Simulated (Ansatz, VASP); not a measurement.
## TiAl3: VASP beside Ansatz

The input INCAR:

```
SYSTEM = TiAl3
PREC     = Accurate       ! precision mode
ENCUT    = 520            ! plane-wave cutoff, eV
EDIFF    = 1E-6           ! SCF threshold, eV
ISMEAR   = 0              ! smearing method
SIGMA    = 0.15           ! smearing width, eV
LREAL    = .False.        ! projectors in reciprocal space
LASPH    = .True.         ! aspherical terms in the spheres
NELM     = 60             ! most SCF steps
ALGO     = Fast           ! electronic algorithm
ISIF     = 2              ! what is computed and relaxed
LWAVE    = .False.        ! write WAVECAR
LCHARG   = .False.        ! write CHGCAR
GGA      = CA             ! functional
NBANDS   = 18             ! bands
```

File KPOINTS:

```
Automatic mesh
0
Gamma
  16 16 16
  0 0 0
```

File POSCAR:

```
TiAl3
1.0
   -2.0029235801      2.0029235801      4.3781906537
    2.0029235801     -2.0029235801      4.3781906537
    2.0029235801      2.0029235801     -4.3781906537
Ti Al
1 3
Direct
    0.0000000000      0.0000000000      0.0000000000
    0.5000000000      0.5000000000      0.0000000000
    0.7500000000      0.2500000000      0.5000000000
    0.2500000000      0.7500000000      0.5000000000
```

Input for Ansatz:

```yaml
crystal:
  lattice:
    - [-2.0029235801, 2.0029235801, 4.3781906537]
    - [2.0029235801, -2.0029235801, 4.3781906537]
    - [2.0029235801, 2.0029235801, -4.3781906537]
  atoms:
    - { symbol: Ti, position: [0.0, 0.0, 0.0] }
    - { symbol: Al, position: [0.5, 0.5, 0.0] }
    - { symbol: Al, position: [0.75, 0.25, 0.5] }
    - { symbol: Al, position: [0.25, 0.75, 0.5] }
basis:
  ecutwfc: 520.0
kpoints:
  mp_grid: { grid: [16, 16, 16] }
hamiltonian:
  xc: lda
  pseudopotentials: { kind: paw, azcp: { folder: soft_1 } }
scf:
  occupations: { method: gaussian, width: 0.15 }
output:
  forces: true
  stress: true
  eigenvalues: true
```

Alike in both runs: task single point; functional LDA; k mesh 16 × 16 × 16; occupations gaussian, width 0.15 eV; no spin polarisation.

|  | VASP | Ansatz |
| --- | --- | --- |
| version | VASP 6.6.1 | Ansatz 0.2.0 |
| potentials or method | VASP PAW LDA potentials, release 64 (Ti_sv, Al), cutoff 520 eV | scalar-relativistic, plane waves, PAW |
| valence electrons in the cell | 21 | 21 |

VASP gave:

* gap on the k mesh at the Fermi level (eV): none
* pressure (GPa): -12.7
* traceless stress, the component that is largest in VASP (GPa): 2.79

Which values does Ansatz return?

gap on the k mesh at the Fermi level (eV): none; pressure (GPa): -12.8; traceless stress, the component that is largest in VASP (GPa): 2.78.

Ansatz warns that its potentials were made for another functional, while VASP's fit it. LDA's correlation is that of Perdew and Zunger in VASP and of Perdew and Wang (1992) in Ansatz. A gap of «none» marks a metal or a gap that the smearing closes.
